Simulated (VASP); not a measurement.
# BeS (F-43m) in VASP: electric field gradients with LDA

Aim: the electric field gradients of BeS with LDA.

Everything below comes from runs of VASP 6.6.1. Logs are shortened: lines on timing, memory, paths and dates and some standing lists are left out, and cuts for length are marked.

## (1) The cell of the first run

The structure is cubic, space group F-43m (No. 216). The conventional cell has a = 4.850 Å, b = 4.850 Å, c = 4.850 Å, α = 90.00°, β = 90.00°, γ = 90.00°. Within 2.8 Å of Be (site symmetry -43m) lie 4 S at 2.10 Å. Within 2.8 Å of S (site symmetry -43m) lie 4 Be at 2.10 Å.

## (2) Electric field gradients, LDA

File INCAR:

```
PREC = Accurate
ENCUT = 400
EDIFF = 1E-8
ISMEAR = -1
SIGMA = 0.02
LREAL = F
LASPH = T
NELM = 120
ALGO = Normal
ISIF = 2
LWAVE = F
LCHARG = F
LEFG = T
ISYM = -1
NBANDS = 11
GGA_COMPAT = F
```

File KPOINTS:

```
explicit points
365
Reciprocal
  0.05555556   0.05555556   0.05555556 2
  0.05555556   0.05555556   0.16666667 2
  0.05555556   0.05555556   0.27777778 2
  0.05555556   0.05555556   0.38888889 2
  0.05555556   0.05555556   0.50000000 2
  0.05555556   0.05555556   0.61111111 2
[... 357 lines left out ...]
  0.50000000   0.50000000   0.38888889 2
  0.50000000   0.50000000   0.50000000 1
```

File POSCAR:

```
BeS
1.0
    0.0000000000      2.4250000000      2.4250000000
    2.4250000000      0.0000000000      2.4250000000
    2.4250000000      2.4250000000      0.0000000000
Be S
1 1
Direct
    0.0000000000      0.0000000000      0.0000000000
    0.7500000000      0.7500000000      0.7500000000
```

Potentials or basis: VASP PAW LDA potentials, release 64 (Be, S).

On the command line:

```
cat potpaw_LDA.64/Be/POTCAR potpaw_LDA.64/S/POTCAR > POTCAR
mpirun -np 1 vasp_std > vasp.out
```

OUTCAR:

```text
PREC = Accurate
   ENCUT = 400
   EDIFF = 1E-8
   ISMEAR = -1
   LREAL = F
   LASPH = T
   NELM = 120
   ISIF = 2
   ISYM = -1

 ion  position               nearest neighbor table
   1  0.000  0.000  0.000-   2 2.10   2 2.10   2 2.10   2 2.10
   2  0.750  0.750  0.750-   1 2.10   1 2.10   1 2.10   1 2.10

IMPORTANT INFORMATION: All symmetrisations will be switched off!
NOSYMM: (Re-)initialisation of all symmetry stuff for point group C_1.

----------------------------------------------------------------------------------------

                                     Primitive cell

  volume of cell :      28.5210

  direct lattice vectors                    reciprocal lattice vectors
     0.000000000  2.425000000  2.425000000    -0.206185567  0.206185567  0.206185567
     2.425000000  0.000000000  2.425000000     0.206185567 -0.206185567  0.206185567
     2.425000000  2.425000000  0.000000000     0.206185567  0.206185567 -0.206185567

  length of vectors
     3.429467889  3.429467889  3.429467889     0.357123878  0.357123878  0.357123878

  position of ions in fractional coordinates (direct lattice)
     0.000000000  0.000000000  0.000000000
     0.750000000  0.750000000  0.750000000

  ion indices of the primitive-cell ions
   primitive index   ion index
                 1           1
                 2           2

----------------------------------------------------------------------------------------

 KPOINTS: explicit points

Read explicit list of k-points.

 Found    365 k-points:

 Following reciprocal coordinates:
            Coordinates               Weight
  0.055556  0.055556  0.055556      0.002743
  0.055556  0.055556  0.166667      0.002743
  0.055556  0.055556  0.277778      0.002743
  0.055556  0.055556  0.388889      0.002743
  0.055556  0.055556  0.500000      0.002743
  0.055556  0.055556  0.611111      0.002743
[... 16 lines left out ...]
  0.055556  0.277778  0.500000      0.002743
  0.055556  0.277778  0.611111      0.002743
 [... further k-points ...]
   k-points           NKPTS =    365   k-points in BZ     NKDIM =    365   number of bands    NBANDS=     11
   number of dos      NEDOS =    301   number of ions     NIONS =      2
   total plane-waves  NPLWV =  13824
   dimension x,y,z NGX =    24 NGY =   24 NGZ =   24
   dimension x,y,z NGXF=    48 NGYF=   48 NGZF=   48
   ions per type =               1   1
   NGX,Y,Z   is equivalent  to a cutoff of  11.63, 11.63, 11.63 a.u.
   NGXF,Y,Z  is equivalent  to a cutoff of  23.27, 23.27, 23.27 a.u.
 SYSTEM =  unknown system
   PREC   = accura    normal or accurate (medium, high low for compatibility)
   ISTART =      0    job   : 0-new  1-cont  2-samecut
   ICHARG =      2    charge: 1-file 2-atom 10-const
   ISPIN  =      1    spin polarized calculation?
   LNONCOLLINEAR =      F non collinear calculations
   LSORBIT =      F    spin-orbit coupling
   LASPH  =      T    aspherical Exc in radial PAW
   ENCUT  =  400.0 eV  29.40 Ry    5.42 a.u.   5.59  5.59  5.59*2*pi/ulx,y,z
   NELM   =    120;   NELMIN=  2; NELMDL= -5     # of ELM steps
   EDIFF  = 0.1E-07   stopping-criterion for ELM
   LREAL  =      F    real-space projection
   EDIFFG = 0.1E-06   stopping-criterion for IOM
   NSW    =      0    number of steps for IOM
   IBRION =     -1    ionic relax: 0-MD 1-quasi-New 2-CG
   NFREE  =      0    steps in history (QN), initial steepest desc. (CG)
   ISIF   =      2    stress and relaxation
   ISYM   =     -1    0-nonsym 1-usesym 2-fastsym
   POTIM  = 0.5000    time-step for ionic-motion
   TEBEG  =    0.0;   TEEND  =   0.0 temperature during run
   PSTRESS=    0.0 pullay stress
   NELECT =       8.0000    total number of electrons
   NUPDOWN=      -1.0000    fix difference up-down
   EMIN   =  10.00;   EMAX   =-10.00  energy-range for DOS
   EFERMI =   0.00;   METHOD = LEGACY
   ISMEAR =    -1;   SIGMA  =   0.02  broadening in eV -4-tet -1-fermi 0-gaus
   EFERMI_NEDOS =   21; number of points for ismear=-14 and -15
   IALGO  =     38    algorithm
   IMIX   =      4    mixing-type and parameters
     AMIX     =   0.40;   BMIX     =  1.00
     AMIX_MAG =   1.60;   BMIX_MAG =  1.00
  volume/ion in A,a.u.               =      14.26        96.23
  Fermi-wavevector in a.u.,A,eV,Ry     =   1.071642  2.025110 15.625158  1.148417
  Thomas-Fermi vector in A             =   2.207388
   LORBIT       =      0    0 simple, 1 ext, 2 COOP (PROOUT), +10 PAW based schemes
   GGA     = CA    functional components
   LHFCALC =     F    Hartree Fock is set to
   AEXX    =    0.0000 exact exchange contribution
   IVDW    =     0    specifies the selected vdW correction
   LEPSILON=     F    determine dielectric tensor
   LRPA    =     F    only Hartree local field effects (RPA)
 non-spin polarized calculation
  energy-cutoff  :      400.00
  volume of cell :       28.52
 maximum number of plane-waves:       532
 NGX is ok and might be reduce to    24
   NGX = 11   NGY = 11   NGZ = 11

 number of electron       8.0000001 magnetization

 Free energy of the ion-electron system (eV)
  ---------------------------------------------------
  ext. energy  EPLUGINS =         0.00000000
  ---------------------------------------------------
  free energy    TOTEN  =       -11.13211746 eV

  energy without entropy =      -11.13211746  energy(sigma->0) =      -11.13211746

 E-fermi :   4.4007     XC(G=0):  -9.9893

 val. band max:        3.9854431719   @ k =   0.0556   0.0556   0.0556
 cond. band min:       7.0900403918   @ k =   0.5000   0.5000   0.0556
 fundamental gap:      3.1045972199
 Fermi energy:         4.4007410860

 k-point     1 :       0.0556    0.0556    0.0556
  band No.  band energies     occupation
      1      -9.5910      2.00000
      2       3.7427      2.00000
      3       3.9854      2.00000
      4       3.9854      2.00000
      5       9.5033      0.00000
      6       9.6524      0.00000
      7       9.6524      0.00000
      8      10.0658      0.00000
      9      16.6299      0.00000
     10      16.6299      0.00000
     11      18.5977      0.00000

 k-point     2 :       0.0556    0.0556    0.1667
  band No.  band energies     occupation
      1      -9.4041      2.00000
      2       2.6776      2.00000
      3       3.5175      2.00000
      4       3.9082      2.00000
      5       9.5575      0.00000
      6       9.8581      0.00000
      7      10.1424      0.00000
      8      11.2335      0.00000
      9      15.5920      0.00000
     10      16.3402      0.00000
     11      18.6709      0.00000

 k-point     3 :       0.0556    0.0556    0.2778
  band No.  band energies     occupation
      1      -8.9712      2.00000
      2       0.8447      2.00000
      3       3.1116      2.00000
      4       3.5800      2.00000
      5       9.5927      0.00000
      6      10.3452      0.00000
      7      10.6437      0.00000
      8      12.8629      0.00000
      9      15.2325      0.00000
     10      16.4158      0.00000
     11      18.3116      0.00000

 k-point     4 :       0.0556    0.0556    0.3889
  band No.  band energies     occupation
      1      -8.4119      2.00000
      2      -0.7891      2.00000
      3       2.8480      2.00000
      4       3.2205      2.00000
      5       9.5734      0.00000
      6      10.5476      0.00000
      7      10.6518      0.00000
      8      14.2095      0.00000
      9      16.2099      0.00000
     10      17.5897      0.00000
     11      18.3113      0.00000
[... 239 lines left out ...]
 k-point    22 :       0.0556    0.2778    0.3889
  band No.  band energies     occupation
      1      -8.2831      2.00000
      2       0.1905      2.00000
      3       1.7771      2.00000
      4       2.1498      2.00000
      5       8.4473      0.00000
      6      10.3282      0.00000
      7      12.7124      0.00000
      8      13.5348      0.00000
      9      16.6773      0.00000
     10      18.9700      0.00000
     11      20.3311      0.00000

 k-point    23 :       0.0556    0.2778    0.5000
  band No.  band energies     occupation
      1      -7.8324      2.00000
      2      -0.7303      2.00000
      3       1.1973      2.00000
      4       1.9570      2.00000
      5       8.7279      0.00000
      6      11.2701      0.00000
      7      12.5638      0.00000
      8      13.7298      0.00000
      9      17.5425      0.00000
     10      19.4712      0.00000
     11      19.8720      0.00000

 k-point    24 :       0.0556    0.2778    0.6111
  band No.  band energies     occupation
      1      -7.6362      2.00000
      2      -1.0776      2.00000
      3       0.7157      2.00000
      4       2.1135      2.00000
      5       9.0583      0.00000
      6      11.9627      0.00000
      7      13.2304      0.00000
      8      13.8278      0.00000
      9      15.6794      0.00000
     10      17.9396      0.00000
     11      21.1549      0.00000

 [... further k-points ...]

------------------------ aborting loop because EDIFF is reached ----------------------------------------

  FORCE on cell =-STRESS in cart. coord.  units (eV):
  Direction    XX          YY          ZZ          XY          YZ          ZX
  --------------------------------------------------------------------------------------
  -------------------------------------------------------------------------------------
  Total       -0.5618330     -0.5618329     -0.5618330     -0.0002135     -0.0002137     -0.0002138
  in kB      -31.5611348    -31.5611298    -31.5611364     -0.0119917     -0.0120057     -0.0120108
  external PRESSURE =     -31.5611337 kB  Pullay stress =       0.0000000 kB

 VOLUME and BASIS-vectors are now :
 -----------------------------------------------------------------------------
  energy-cutoff  :      400.00
  volume of cell :       28.52
      direct lattice vectors                 reciprocal lattice vectors
     0.000000000  2.425000000  2.425000000    -0.206185567  0.206185567  0.206185567
     2.425000000  0.000000000  2.425000000     0.206185567 -0.206185567  0.206185567
     2.425000000  2.425000000  0.000000000     0.206185567  0.206185567 -0.206185567

 POSITION                                       TOTAL-FORCE (eV/Angst)
 -----------------------------------------------------------------------------------
      0.00000      0.00000      0.00000         0.000079      0.000079      0.000079
      3.63750      3.63750      3.63750        -0.000079     -0.000079     -0.000079
 -----------------------------------------------------------------------------------
    total drift:                               -0.000000     -0.000000     -0.000000

  FREE ENERGIE OF THE ION-ELECTRON SYSTEM (eV)
  ---------------------------------------------------
  free  energy   TOTEN  =       -11.1321174626 eV

  energy  without entropy=      -11.1321174626  energy(sigma->0) =      -11.13211746

 Electric field gradients (V/A^2)
---------------------------------------------------------------------
 ion       V_xx      V_yy      V_zz      V_xy      V_xz      V_yz
---------------------------------------------------------------------
   1       0.000    -0.000    -0.000     0.000     0.000     0.000
   2       0.000    -0.000     0.000     0.010     0.010     0.010
---------------------------------------------------------------------

 Electric field gradients after diagonalization (V/A^2)
 (convention: |V_zz| > |V_xx| > |V_yy|)
----------------------------------------------------------------------
 ion       V_xx      V_yy      V_zz     asymmetry (V_yy - V_xx)/ V_zz
----------------------------------------------------------------------
   1      -0.000    -0.000     0.001       0.001
   2      -0.010    -0.010     0.021       0.001
----------------------------------------------------------------------

           NMR quadrupolar parameters

 Cq : quadrupolar parameter    Cq=e*Q*V_zz/h
 eta: asymmetry parameters     (V_yy - V_xx)/ V_zz
 Q  : nuclear electric quadrupole moment in mb (millibarn)
----------------------------------------------------------------------
 ion       Cq(MHz)       eta       Q (mb)
----------------------------------------------------------------------
   1       0.000       0.001       1.000
   2       0.000       0.001       1.000
----------------------------------------------------------------------
```

Wall time 33 s (1 thread of AMD EPYC 9R45 (Zen 5), shared host); peak memory 0.15 GiB.

What came out:

```
Free energy                             : -11.1321 eV
Pressure                                : -3.2 GPa
Band gap on the k mesh                  : 3.10 eV (least direct gap 5.52 eV)
Largest electric field gradient by atom : zero within the noise of the run
```

Caveat: the cell stands under tension; a shifted mesh leaves out Γ, where band edges can lie.
